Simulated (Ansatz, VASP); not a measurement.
# Two plane-wave programs on Cr

Contents of INCAR:

```
SYSTEM = Cr
  PREC = Accurate
  ENCUT = 520
  EDIFF = 1E-7
  ISMEAR = 0
  SIGMA = 0.15
  LREAL = .FALSE.
  LASPH = .TRUE.
  NELM = 100
  ALGO = Fast
  ISIF = 2
  LWAVE = .FALSE.
  LCHARG = .FALSE.
  GGA = PS
  NBANDS = 12
```

The input KPOINTS:

```
regular mesh
0
G
  24 24 24
  0 0 0
```

POSCAR

```
Cr
1.0
   -0.1942427633      1.7481848699      1.7481848699
    1.7481848699     -0.1942427633      1.7481848699
    1.7481848699      1.7481848699     -0.1942427633
Cr
1
Direct
    0.0000000000      0.0000000000      0.0000000000
```

Input for Ansatz:

```yaml
crystal:
  lattice:
    - [-0.1942427633, 1.7481848699, 1.7481848699]
    - [1.7481848699, -0.1942427633, 1.7481848699]
    - [1.7481848699, 1.7481848699, -0.1942427633]
  atoms:
    - { symbol: Cr, position: [0.0, 0.0, 0.0] }
basis:
  ecutwfc: 420
kpoints:
  mp_grid: { grid: [24, 24, 24] }
hamiltonian:
  xc: pbesol
scf:
  occupations: { method: gaussian, width: 0.15 }
output:
  forces: true
  stress: true
  eigenvalues: true
```

Alike in both runs: task single point; functional PBEsol; k mesh 24 × 24 × 24; occupations gaussian, width 0.15 eV; no spin polarisation.

|  | VASP | Ansatz |
| --- | --- | --- |
| version | VASP 6.6.1 | Ansatz 0.2.0 |
| potentials or method | VASP PAW PBE potentials, release 64 (Cr_pv), cutoff 520 eV | scalar-relativistic, plane waves, PAW |
| valence electrons in the cell | 12 | 14 |

Ansatz gave:

```
gap on the k mesh at the Fermi level (eV)                     : none
pressure (GPa)                                                : -17.7
traceless stress, the component that is largest in VASP (GPa) : -0.25
```

Problem. Estimate VASP's values.

Solution. gap on the k mesh at the Fermi level (eV): none; pressure (GPa): -18.1; traceless stress, the component that is largest in VASP (GPa): -0.39.

VASP's potentials were made for PBE, not for PBEsol. A gap of «none» marks a metal or a gap that the smearing closes. VASP's potentials hold 12 valence electrons a cell and Ansatz's 14, so a difference there can come from the potentials and not from the codes.
